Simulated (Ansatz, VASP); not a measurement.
# Two plane-wave programs on AlN

```xyz
4
Lattice="3.1302 0.0000 0.0000 -1.5651 2.7108 0.0000 0.2258 0.0000 5.0180" Properties=species:S:1:pos:R:3 pbc="T T T"
Al    1.6702    0.9037    2.5061
Al    0.2180    1.8071    5.0152
N     1.7716    0.9021    4.4188
N     0.0936    1.8088    1.9097
```

Change from the starting cell: shear of c along a, cell held, atoms relaxed: +4.5 %.

Alike in both runs: functional PBE; k mesh 12 × 12 × 6; occupations gaussian, width 0.02 eV; no spin polarisation.

Ansatz relaxed the structure, and its values are those at the end. VASP's run is a single point on that final structure, the one shown.

|  | VASP | Ansatz |
| --- | --- | --- |
| version | VASP 6.6.1 | Ansatz 0.2.0 |
| potentials or method | VASP PAW PBE potentials, release 64 (Al, N), cutoff 520 eV | scalar-relativistic, plane waves, PAW |
| valence electrons in the cell | 16 | 16 |

Ansatz gave:

- gap on the k mesh at the Fermi level (eV): 3.94
- least direct gap on the mesh (eV): 3.94
- pressure (GPa): 0.0

Problem. Estimate VASP's values.

Solution. gap on the k mesh at the Fermi level (eV): 3.95; least direct gap on the mesh (eV): 3.95; pressure (GPa): -0.3.

Ansatz's warnings: stress scf threshold loose.
